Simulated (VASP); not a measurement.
# Y (P6_3/mmc) in VASP: further runs, part 2 of 2

VASP 6.6.1. The steps go on from the part before.

## Step 3: Single point, LDA

Contents of INCAR:

```
SYSTEM = Y
PREC     = Accurate       ! precision mode
ENCUT    = 520            ! plane-wave cutoff, eV
EDIFF    = 1E-7           ! SCF threshold, eV
ISMEAR   = -1             ! smearing method
SIGMA    = 0.05           ! smearing width, eV
LREAL    = .FALSE.        ! projectors in reciprocal space
LASPH    = .TRUE.         ! aspherical terms in the spheres
NELM     = 80             ! most SCF steps
ALGO     = Normal         ! electronic algorithm
ISIF     = 2              ! what is computed and relaxed
LWAVE    = .FALSE.        ! write WAVECAR
LCHARG   = .FALSE.        ! write CHGCAR
GGA      = CA             ! functional
NBANDS   = 18             ! bands
```

Contents of KPOINTS:

```
Automatic mesh
0
G
  17 17 9
  0 0 0
```

Contents of POSCAR:

```
Y
1.0
    2.5434218489      0.0000000000      0.0000000000
   -1.2717109245      2.2026679337      0.0000000000
    0.0000000000      0.0000000000      4.3399364394
Y
2
Direct
    0.3333333333      0.6666666667      0.2500000000
    0.6666666667      0.3333333333      0.7500000000
```

Potentials or basis: VASP PAW LDA potentials, release 64 (Y_sv).

On the command line:

```console
cat potpaw_LDA.64/Y_sv/POTCAR > POTCAR
mpirun -np 1 vasp_std > vasp.out
```

OUTCAR:

```text
SYSTEM = Y
   PREC = Accurate
   ENCUT = 520
   EDIFF = 1E-7
   ISMEAR = -1
   LREAL = .FALSE.
   LASPH = .TRUE.
   NELM = 80
   ISIF = 2
   GGA = CA

 ion  position               nearest neighbor table
   1  0.333  0.667  0.250-   2 2.62   2 2.62   2 2.62   2 2.62   2 2.62   2 2.62   2 3.65   2 3.65
                             2 3.65   2 3.65   2 3.65   2 3.65
   2  0.667  0.333  0.750-   1 2.62   1 2.62   1 2.62   1 2.62   1 2.62   1 2.62   1 3.65   1 3.65
                             1 3.65   1 3.65   1 3.65   1 3.65

  LATTYP: Found a hexagonal cell.
 ALAT       =     2.5434218489
 C/A-ratio  =     1.7063376417

  Lattice vectors:

 A1 = (   2.5434218489,   0.0000000000,   0.0000000000)
 A2 = (  -1.2717109245,   2.2026679337,   0.0000000000)
 A3 = (   0.0000000000,   0.0000000000,   4.3399364394)

Analysis of symmetry for initial positions (statically):
=====================================================================
 Subroutine PRICEL returns:
 Original cell was already a primitive cell.

 Routine SETGRP: Setting up the symmetry group for a
 hexagonal supercell.

 Subroutine GETGRP returns: Found 24 space group operations
 (whereof 12 operations were pure point group operations)
 out of a pool of 24 trial point group operations.

The static configuration has the point symmetry D_3d.
 The point group associated with its full space group is D_6h.

Analysis of symmetry for dynamics (positions and initial velocities):
=====================================================================
 Subroutine PRICEL returns:
 Original cell was already a primitive cell.

 Routine SETGRP: Setting up the symmetry group for a
 hexagonal supercell.

 Subroutine GETGRP returns: Found 24 space group operations
 (whereof 12 operations were pure point group operations)
[... 117 lines left out ...]
   EFERMI =   0.00;   METHOD = LEGACY
   ISMEAR =    -1;   SIGMA  =   0.05  broadening in eV -4-tet -1-fermi 0-gaus
   EFERMI_NEDOS =   21; number of points for ismear=-14 and -15
   IALGO  =     38    algorithm
   IMIX   =      4    mixing-type and parameters
     AMIX     =   0.40;   BMIX     =  1.00
     AMIX_MAG =   1.60;   BMIX_MAG =  1.00
  volume/ion in A,a.u.               =      12.16        82.04
  Fermi-wavevector in a.u.,A,eV,Ry     =   1.583430  2.992248 34.113203  2.507250
  Thomas-Fermi vector in A             =   2.683202
   LORBIT       =      0    0 simple, 1 ext, 2 COOP (PROOUT), +10 PAW based schemes
   GGA     = CA    functional components
   LHFCALC =     F    Hartree Fock is set to
   AEXX    =    0.0000 exact exchange contribution
   IVDW    =     0    specifies the selected vdW correction
   LEPSILON=     F    determine dielectric tensor
   LRPA    =     F    only Hartree local field effects (RPA)
 non-spin polarized calculation
  energy-cutoff  :      520.00
  volume of cell :       24.31
 maximum number of plane-waves:       669
 NGX is ok and might be reduce to    20
   NGX =  9   NGY =  9   NGZ = 17

 number of electron      21.9999999 magnetization

 Free energy of the ion-electron system (eV)
  ---------------------------------------------------
  ext. energy  EPLUGINS =         0.00000000
  ---------------------------------------------------
  free energy    TOTEN  =        -4.84403232 eV

  energy without entropy =       -4.83337033  energy(sigma->0) =       -4.83870132

 E-fermi :  10.0019     XC(G=0): -14.3528

 val. band max:        9.9977073638   @ k =   0.2941   0.2941   0.1111
 cond. band min:      10.0147474174   @ k =   0.2941   0.2353   0.3333
 fundamental gap:      0.0170400535
 Fermi energy:        10.0019054986

 k-point     1 :       0.0000    0.0000    0.0000
  band No.  band energies     occupation
      1     -33.8234      2.00000
      2     -31.8614      2.00000
      3     -16.3887      2.00000
      4      -9.4655      2.00000
      5      -9.4655      2.00000
      6      -9.2049      2.00000
[... 481 lines left out ...]
      5     -13.3407      2.00000
      6     -11.0493      2.00000
[... 10 lines left out ...]
     17      18.7956      0.00000
     18      21.0303      0.00000

 [... further k-points ...]

------------------------ aborting loop because EDIFF is reached ----------------------------------------

  FORCE on cell =-STRESS in cart. coord.  units (eV):
  Direction    XX          YY          ZZ          XY          YZ          ZX
  --------------------------------------------------------------------------------------
  -------------------------------------------------------------------------------------
  Total       24.5030314     24.5030314     24.4262742     -0.0000000     -0.0000000      0.0000000
  in kB     1614.6544811   1614.6544811   1609.5964827     -0.0000000     -0.0000000      0.0000000
  external PRESSURE =    1612.9684816 kB  Pullay stress =       0.0000000 kB

 VOLUME and BASIS-vectors are now :
 -----------------------------------------------------------------------------
  energy-cutoff  :      520.00
  volume of cell :       24.31
      direct lattice vectors                 reciprocal lattice vectors
     2.543421849  0.000000000  0.000000000     0.393171113  0.226997448  0.000000000
    -1.271710925  2.202667934  0.000000000     0.000000000  0.453994896  0.000000000
     0.000000000  0.000000000  4.339936439     0.000000000  0.000000000  0.230418121

 POSITION                                       TOTAL-FORCE (eV/Angst)
 -----------------------------------------------------------------------------------
     -0.00000      1.46845      1.08498         0.000000     -0.000000      0.000000
      1.27171      0.73422      3.25495        -0.000000      0.000000      0.000000
 -----------------------------------------------------------------------------------
    total drift:                               -0.000000      0.000000     -0.000000

  FREE ENERGIE OF THE ION-ELECTRON SYSTEM (eV)
  ---------------------------------------------------
  free  energy   TOTEN  =        -4.8440323160 eV

  energy  without entropy=       -4.8333703330  energy(sigma->0) =       -4.83870132
```

OSZICAR:

```text
N       E                     dE             d eps       ncg     rms          rms(c)
DAV:   1     0.109466056754E+03    0.10947E+03   -0.12150E+04  5940   0.132E+03
DAV:   2     0.441591494497E+00   -0.10902E+03   -0.10650E+03  7208   0.297E+02
DAV:   3    -0.468330396117E+01   -0.51249E+01   -0.50125E+01  7970   0.486E+01
DAV:   4    -0.489500261800E+01   -0.21170E+00   -0.20904E+00  7272   0.870E+00
DAV:   5    -0.489721505874E+01   -0.22124E-02   -0.22098E-02  6920   0.826E-01    0.758E+01
DAV:   6    -0.459178373219E+01    0.30543E+00   -0.72099E-01  9280   0.397E+00    0.431E+01
DAV:   7    -0.481806928615E+01   -0.22629E+00   -0.14777E+00  9100   0.413E+00    0.408E+00
DAV:   8    -0.484148139838E+01   -0.23412E-01   -0.29800E-01  6096   0.449E+00    0.236E+00
DAV:   9    -0.484388680037E+01   -0.24054E-02   -0.32295E-02  6114   0.144E+00    0.479E-01
DAV:  10    -0.484403661627E+01   -0.14982E-03   -0.21091E-03  6324   0.397E-01    0.381E-02
DAV:  11    -0.484403272544E+01    0.38908E-05   -0.20400E-05  7390   0.295E-02    0.242E-02
DAV:  12    -0.484403222699E+01    0.49845E-06   -0.66903E-06  6844   0.195E-02    0.491E-03
DAV:  13    -0.484403231603E+01   -0.89045E-07   -0.60986E-07  6986   0.432E-03
   1 F= -.48440323E+01 E0= -.48387013E+01  d E =-.106620E-01
```

stdout:

```text
POSCAR found type information on POSCAR Y
 POSCAR found :  1 types and       2 ions
 scaLAPACK will be used
 LDA part: xc-table for (Slater(with rela. corr.)+CA(PZ))
 , standard interpolation
 POSCAR, INCAR and KPOINTS ok, starting setup
 FFT: planning ... GRIDC
 FFT: planning ... GRID_SOFT
 FFT: planning ... GRID
 WAVECAR not read
 entering main loop
```

Run time: 26 s. Hardware: 1 thread of Intel Xeon 6975P-C (Granite Rapids), shared host; peak memory 0.19 GiB.

Results:

```
Free energy            : -4.8440 eV
Pressure               : 161.3 GPa
Band gap on the k mesh : zero (band 11 reaches 11.92 eV, above the bottom of band 12 at 7.58 eV)
```
